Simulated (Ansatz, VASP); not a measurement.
# Two plane-wave programs on CaSe

POSCAR

```
CaSe
1.0
    0.0000000000      2.9675306059      2.9675306059
    2.9675306059      0.0000000000      2.9675306059
    2.9675306059      2.9675306059      0.0000000000
Ca Se
1 1
Direct
    0.0000000000      0.0000000000      0.0000000000
    0.5000000000      0.5000000000      0.5000000000
```

The input INCAR.step1:

```
PREC = Accurate ; ENCUT = 550
ISMEAR = 0 ; SIGMA = 0.001
LREAL = False ; LASPH = True
NELM = 120 ; NBANDS = 15
GGA = PE ; ALGO = Normal
EDIFF = 1E-5 ; LWAVE = True
LCHARG = False ; GGA_COMPAT = False
```

Contents of INCAR.step2:

```
PREC = Accurate ; ENCUT = 550
EDIFF = 1E-6 ; ISMEAR = 0
SIGMA = 0.001 ; LREAL = False
LASPH = True ; NELM = 120
ALGO = Normal ; ISIF = 2
LWAVE = False ; LCHARG = False
METAGGA = R2SCAN ; LMIXTAU = True
NBANDS = 15 ; ISTART = 1
GGA_COMPAT = False
```

Contents of KPOINTS:

```
Automatic mesh
0
Gamma
  6 6 6
```

Input for Ansatz:

```yaml
crystal:
  lattice:
    - [0.0, 2.9675306059, 2.9675306059]
    - [2.9675306059, 0.0, 2.9675306059]
    - [2.9675306059, 2.9675306059, 0.0]
  atoms:
    - { symbol: Ca, position: [0.0, 0.0, 0.0] }
    - { symbol: Se, position: [0.5, 0.5, 0.5] }
kpoints:
  mp_grid: { grid: [6, 6, 6] }
hamiltonian:
  xc: r2scan
scf:
  occupations: { method: gaussian, width: 0.001 }
  n_extra_bands: 4
output:
  forces: true
  stress: true
  eigenvalues: true
```

Alike in both runs: task single point; functional r2SCAN; k mesh 6 × 6 × 6; occupations gaussian, width 0.001 eV; no spin polarisation.

|  | VASP | Ansatz |
| --- | --- | --- |
| version | VASP 6.6.1 | Ansatz 0.2.0 |
| potentials or method | VASP PAW PBE potentials, release 64 (Ca_sv, Se) | plane waves |
| plane-wave cutoff (eV) | 550 | 500 |
| valence electrons in the cell | 16 | 26 |

VASP gave:

```
gap on the k mesh at the Fermi level (eV) : 2.52
pressure (GPa)                            : 0.3
```

Question: Which values does Ansatz return?

Answer: gap on the k mesh at the Fermi level (eV): 2.52; pressure (GPa): 0.0.

VASP's potentials were made for PBE, not for r2SCAN. VASP's potentials hold 16 valence electrons a cell and Ansatz's 26, so a difference there can come from the potentials and not from the codes.
